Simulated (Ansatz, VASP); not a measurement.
## Two plane-wave programs on In3As

File INCAR:

```
PREC     = Accurate       # precision mode
ENCUT    = 600            # plane-wave cutoff, eV
EDIFF    = 1E-6           # SCF threshold, eV
ISMEAR   = -1             # smearing method
SIGMA    = 0.01           # smearing width, eV
LREAL    = F              # projectors in reciprocal space
LASPH    = T              # aspherical terms in the spheres
NELM     = 100            # most SCF steps
ALGO     = Normal         # electronic algorithm
ISIF     = 3              # what is computed and relaxed
LWAVE    = F              # write WAVECAR
LCHARG   = F              # write CHGCAR
IBRION   = 2              # ionic algorithm
NSW      = 80             # ionic steps
EDIFFG   = -0.01          # ionic threshold
```

File KPOINTS:

```
Automatic mesh
0
Gamma
  4 4 4
```

File POSCAR:

```
In3As
1.0
    4.6716810000      0.0000000000      0.0000000000
    0.0000000000      4.6716810000      0.0000000000
    0.0000000000      0.0000000000      4.6716810000
In As
3 1
Direct
    0.0000000000      0.5000000000      0.5000000000
    0.5000000000      0.0000000000      0.5000000000
    0.5000000000      0.5000000000      0.0000000000
    0.0000000000      0.0000000000      0.0000000000
```

Input for Ansatz:

```yaml
crystal:
  lattice:
    - [4.671681, 0.0, 0.0]
    - [0.0, 4.671681, 0.0]
    - [0.0, 0.0, 4.671681]
  atoms:
    - { symbol: In, position: [0.0, 0.5, 0.5] }
    - { symbol: In, position: [0.5, 0.0, 0.5] }
    - { symbol: In, position: [0.5, 0.5, 0.0] }
    - { symbol: As, position: [0.0, 0.0, 0.0] }
basis:
  ecutwfc: 550.0
kpoints:
  mp_grid:
    grid: [4, 4, 4]
hamiltonian:
  xc: lda
  dispersion: none
scf:
  convergence:
    dr2_threshold: 1.0e-09
  occupations:
    method: fermi_dirac
    width: 0.01
relax:
  max_steps: 60
  cell: {}
```

Alike in both runs: task relaxation of cell and atoms; functional LDA; k mesh 4 × 4 × 4; occupations fermi-dirac, width 0.01 eV; no spin polarisation.

```csv
,VASP,Ansatz
version,VASP 6.6.1,Ansatz 0.2.0
potentials or method,"VASP PAW LDA potentials, release 64 (In_d, As), cutoff 600 eV","plane waves, PAW"
valence electrons in the cell,44,54
```

VASP gave:

```
relaxed volume (Å³/atom)                                        : 23.07
relaxed length of the cell vector where the two differ most in proportion (Å) : 4.519
```

Which values does Ansatz return?

Relaxed volume (Å³/atom): 23.01; relaxed length of the cell vector where the two differ most in proportion (Å): 4.515.

LDA's correlation is that of Perdew and Zunger in VASP and of Perdew and Wang (1992) in Ansatz. VASP's potentials hold 44 valence electrons a cell and Ansatz's 54, so a difference there can come from the potentials and not from the codes. Ansatz's warnings: stress scf threshold loose.
